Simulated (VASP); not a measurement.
Input of a VASP 6.6.1 run:

Contents of INCAR:

```
SYSTEM = W
PREC     = Accurate       ! precision mode
ENCUT    = 600            ! plane-wave cutoff, eV
EDIFF    = 1E-6           ! SCF threshold, eV
ISMEAR   = 0              ! smearing method
SIGMA    = 0.1            ! smearing width, eV
LREAL    = .FALSE.        ! projectors in reciprocal space
LASPH    = .TRUE.         ! aspherical terms in the spheres
NELM     = 100            ! most SCF steps
ALGO     = Normal         ! electronic algorithm
ISIF     = 3              ! what is computed and relaxed
LWAVE    = .FALSE.        ! write WAVECAR
LCHARG   = .FALSE.        ! write CHGCAR
GGA      = PS             ! functional
IBRION   = 2              ! ionic algorithm
NSW      = 90             ! ionic steps
EDIFFG   = -0.04          ! ionic threshold
```

The input KPOINTS:

```
regular mesh
0
G
  6 6 4
  0 0 0
```

File POSCAR:

```
W
1.0
    3.5666650252      0.0000000000      0.0000000000
   -1.7833325126      3.0888225186      0.0000000000
    0.0000000000      0.0000000000      5.8849972916
W
4
Direct
    0.3333333333      0.6666666667      0.4375000000
    0.6666666667      0.3333333333      0.9375000000
    0.6666666667      0.3333333333      0.5625000000
    0.3333333333      0.6666666667      0.0625000000
```

Potentials or basis: VASP PAW PBE potentials, release 64 (W_sv).

Run with:

```sh
$ cat potpaw_PBE.64/W_sv/POTCAR > POTCAR
$ mpirun -np 1 vasp_std > vasp.out
```

Problem. Predict the relaxed volume.

Solution. 16.47 Å³/atom.

Problem. Estimate the band gap on the k mesh.

Solution. Zero (bands 28 and 29 overlap by 1.53 eV).

Final structure:
```xyz
4
Lattice="2.7560 0.0000 0.0000 -1.3780 2.3868 0.0000 0.0000 0.0000 10.0148" Properties=species:S:1:pos:R:3 pbc="T T T"
W     0.0000    1.5912    3.8193
W     1.3780    0.7956    8.8267
W     1.3780    0.7956    6.1955
W     0.0000    1.5912    1.1881
```

Caveat: a cell axis changed by over 15 % at a fixed basis, so the end point is rough; the PAW data sets were made with another functional, which shifts forces and pressure a little; spin-orbit coupling is left out, which moves the levels of the heavy elements.
